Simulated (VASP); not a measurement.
Here is a VASP 6.6.1 calculation.

Contents of INCAR:

```
PREC = Accurate
ENCUT = 520
EDIFF = 1E-6
ISMEAR = 0
SIGMA = 0.1
LREAL = False
LASPH = True
NELM = 60
ALGO = Normal
ISIF = 2
LWAVE = False
LCHARG = False
GGA = PS
NBANDS = 21
```

The input KPOINTS:

```
regular mesh
0
Gamma
  10 10 10
```

File POSCAR:

```
Ge
1.0
    0.0000000000      2.8662440442      2.8160256703
    2.8662440442      0.0000000000      2.8160256703
    2.8662440442      2.8662440442      0.0000000000
Ge
2
Direct
    0.0000000000      0.0000000000      0.0000000000
    0.2500000000      0.2500000000      0.2500000000
```

Potentials or basis: VASP PAW PBE potentials, release 64 (Ge_d).

The run is started by

```bash
$ cat potpaw_PBE.64/Ge_d/POTCAR > POTCAR
$ mpirun -np 1 vasp_std > vasp.out
```

(1) Estimate the pressure.

(2) What does it give for the band gap on the k mesh?

Answers

(1) -1.2 GPa.

(2) 0.10 eV (least direct gap 0.13 eV).

Caveat: the cell differs from its parent crystal (strained cell); the PAW data sets were made with another functional, which shifts forces and pressure a little.
